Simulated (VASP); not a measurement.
## Sc4Mo: relaxation of cell and atoms with PBE

Crystal: Sc4Mo.

```
Sc Mo
1.0
     4.91130    0.00000    0.00000
    -2.45565    4.25331    0.00000
     0.00000    0.00000    5.34628
Sc Mo
4 1
Direct
  0.33333 0.66667 0.50000
  0.66667 0.33333 0.50000
  0.33333 0.66667 0.00000
  0.66667 0.33333 0.00000
  0.00000 0.00000 0.50000
```

The cell was built from a structure type or drawn by symmetry, and may not be a known phase.

* Program: VASP 6.6.1
* Task: relaxation of cell and atoms
* Functional: PBE
* Potentials or basis: VASP PAW PBE potentials, release 64 (Sc_sv, Mo_sv)
* Cutoff: 600 eV
* k mesh: 6 × 6 × 4
* Occupations: gaussian, width 0.1 eV
* Spin: no spin polarisation
* Dipole correction: no
* Further INCAR settings: ALGO = Fast; EDIFF = 1e-06; IBRION = 2; EDIFFG = -0.04; NSW = 90; ISIF = 3

```
Relaxed volume                        : 23.83 Å³/atom
Relaxed cell                          : a = 4.902 Å, b = 4.902 Å, c = 5.725 Å, α = 90.00°, β = 90.00°, γ = 120.00°
Space group after relaxing (to 0.1 Å) : P6/mmm (No. 191)
Energy gained by relaxing             : 45.5 meV/atom
Ionic steps                           : 5
Pressure after relaxing               : 0.2 GPa
Band gap on the k mesh                : zero (bands 29 and 30 overlap by 0.39 eV)
```

Stress tensor (GPa, compression positive):
```
0.19 0.00 0.00
0.00 0.19 0.00
0.00 0.00 0.11
```

The path:
```tsv
step	energy change (eV)	largest force (eV/Å)	pressure (GPa)	volume (Å³)
1	0.0000	0.0000	3.45	111.68
2	-0.2234	0.0000	-0.12	119.49
3	-0.2255	0.0000	-0.45	120.38
4	-0.2254	0.0000	-0.38	120.21
5	-0.2275	0.0000	0.17	119.14
```

Final structure:
```
CELL_PARAMETERS angstrom
4.90183 0.00000 0.00000
-2.45092 4.24511 0.00000
0.00000 0.00000 5.72538
ATOMIC_POSITIONS crystal
Sc 0.33333 0.66667 0.50000
Sc 0.66667 0.33333 0.50000
Sc 0.33333 0.66667 0.00000
Sc 0.66667 0.33333 0.00000
Mo 0.00000 0.00000 0.50000
```

Levels at points of the mesh, in eV from the Fermi level:
```tsv
k point	band 25	band 26	band 27	band 28	band 29	band 30	band 31	band 32	band 33	band 34
(0.00, 0.00, 0.00)	-0.55	-0.55	-0.49	-0.49	-0.41	-0.07	0.23	0.23	0.34	1.01
(0.50, 0.00, 0.00)	-1.27	-1.23	-0.69	-0.65	-0.18	0.15	0.21	0.46	0.65	1.08
(0.00, 0.00, 0.50)	-0.69	-0.69	-0.60	0.23	0.23	0.35	0.70	0.70	0.96	0.96
(0.50, 0.00, 0.50)	-1.50	-1.30	-0.69	-0.29	-0.29	-0.13	0.31	0.58	0.85	1.24
```

It took 9.3 min on 1 thread of Intel(R) Xeon(R) 6975P-C (Granite Rapids), with other jobs on the host, peak memory 0.33 GiB.
